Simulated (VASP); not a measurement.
Here is a VASP 6.6.1 calculation.

File INCAR:

```
SYSTEM = Mo
  ALGO = Normal
  EDIFF = 1E-6
  ENCUT = 520
  GGA = PE
  ISIF = 2
  ISMEAR = 1
  LASPH = .True.
  LCHARG = .False.
  LREAL = .False.
  LWAVE = .False.
  NBANDS = 13
  NELM = 60
  PREC = Accurate
  SIGMA = 0.1
```

Contents of KPOINTS:

```
k-points
0
Gamma
  13 13 13
  0 0 0
```

File POSCAR:

```
Mo
1.0
   -1.6118060227      1.6118060227      1.6118060227
    1.6118060227     -1.6118060227      1.6118060227
    1.6118060227      1.6118060227     -1.6118060227
Mo
1
Direct
    0.0000000000      0.0000000000      0.0000000000
```

Potentials or basis: VASP PAW PBE potentials, release 64 (Mo_sv).

Run with:

```sh
$ cat potpaw_PBE.64/Mo_sv/POTCAR > POTCAR
$ mpirun -np 1 vasp_std > vasp.out
```

What does it give for the band gap on the k mesh?

Zero (band 7 reaches 14.77 eV, above the bottom of band 8 at 10.26 eV).

What does it give for the pressure?

-13.1 GPa.
